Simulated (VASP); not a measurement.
## Bi2Se3: single point with PBE

The system is Bi2Se3.

```
Bi Se
1.0
     2.07118    1.19580    9.94940
    -2.07118    1.19580    9.94940
     0.00000   -2.39160    9.94940
Bi Se
2 3
Cartesian
  0.0000 0.0000 11.8922
  0.0000 0.0000 17.9561
  0.0000 0.0000 6.4456
  0.0000 0.0000 23.4026
  0.0000 0.0000 0.0000
```

This cell differs from its parent crystal: uniaxial z strain +2.0%.

```
Program             : VASP 6.6.1
Task                : single point
Functional          : PBE
Potentials or basis : VASP PAW PBE potentials, release 64 (Bi_d, Se)
Cutoff              : 520 eV
k mesh              : 8 × 8 × 8
Occupations         : fermi-dirac, width 0.02 eV
Spin                : no spin polarisation
```

```
Pressure               : 1.7 GPa
Largest force          : 0.169 eV/Å
Band gap on the k mesh : 0.46 eV
```

Forces on the atoms (eV/Å):
```
Bi   0.000  0.000 -0.097
Bi   0.000  0.000  0.097
Se   0.000  0.000 -0.169
Se   0.000  0.000  0.169
Se   0.000  0.000  0.000
```

Stress tensor (GPa, compression positive):
```
1.84 0.00 0.00
0.00 1.84 0.00
0.00 0.00 1.49
```

Levels at points of the mesh, in eV from the valence-band top:
```
           k point  band 21  band 22  band 23  band 24  band 25  band 26  band 27  band 28
(0.00, 0.00, 0.00)    -1.52    -0.99    -0.99     0.00     0.46     1.70     1.70     2.32
(0.50, 0.00, 0.00)    -2.57    -1.75    -1.08    -0.54     1.10     2.26     3.09     3.17
(0.50, 0.50, 0.00)    -1.80    -1.51    -1.30    -0.97     1.50     2.16     2.68     3.16
(0.50, 0.50, 0.50)    -1.25    -1.09    -1.09    -0.35     0.71     1.87     1.87     2.28
```

It took 23 min on 1 thread of Intel(R) Xeon(R) Platinum 8488C (Sapphire Rapids), with other jobs on the host, peak memory 1 GiB.

Caveat: the cell differs from its parent crystal (uniaxial z strain +2.0%); spin-orbit coupling is left out, which moves the levels of the heavy elements. A k mesh can miss the band edges.
